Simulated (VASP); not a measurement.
Input of a VASP 6.6.1 run:

File INCAR:

```
SYSTEM = W
ALGO     = Fast           ! electronic algorithm
EDIFF    = 1E-6           ! SCF threshold, eV
ENCUT    = 520            ! plane-wave cutoff, eV
GGA      = PE             ! functional
ISIF     = 2              ! what is computed and relaxed
ISMEAR   = 0              ! smearing method
LASPH    = .True.         ! aspherical terms in the spheres
LCHARG   = .False.        ! write CHGCAR
LREAL    = .False.        ! projectors in reciprocal space
LWAVE    = .False.        ! write WAVECAR
NBANDS   = 13             ! bands
NELM     = 80             ! most SCF steps
PREC     = Accurate       ! precision mode
SIGMA    = 0.3            ! smearing width, eV
```

File KPOINTS:

```
k-points
0
Gamma
  40 40 40
  0 0 0
```

POSCAR

```
W
1.0
   -1.5919213510      1.5919213510      1.5919213510
    1.5919213510     -1.5919213510      1.5919213510
    1.5919213510      1.5919213510     -1.5919213510
W
1
Direct
    0.0000000000      0.0000000000      0.0000000000
```

Potentials or basis: VASP PAW PBE potentials, release 64 (W_sv).

Launch:

```console
$ cat potpaw_PBE.64/W_sv/POTCAR > POTCAR
$ mpirun -np 1 vasp_std > vasp.out
```

Predict the pressure.

0.4 GPa.

What does it give for the band gap on the k mesh?

Zero (band 7 reaches 16.23 eV, above the bottom of band 8 at 9.99 eV).

Caveat: spin-orbit coupling is left out, which moves the levels of the heavy elements.
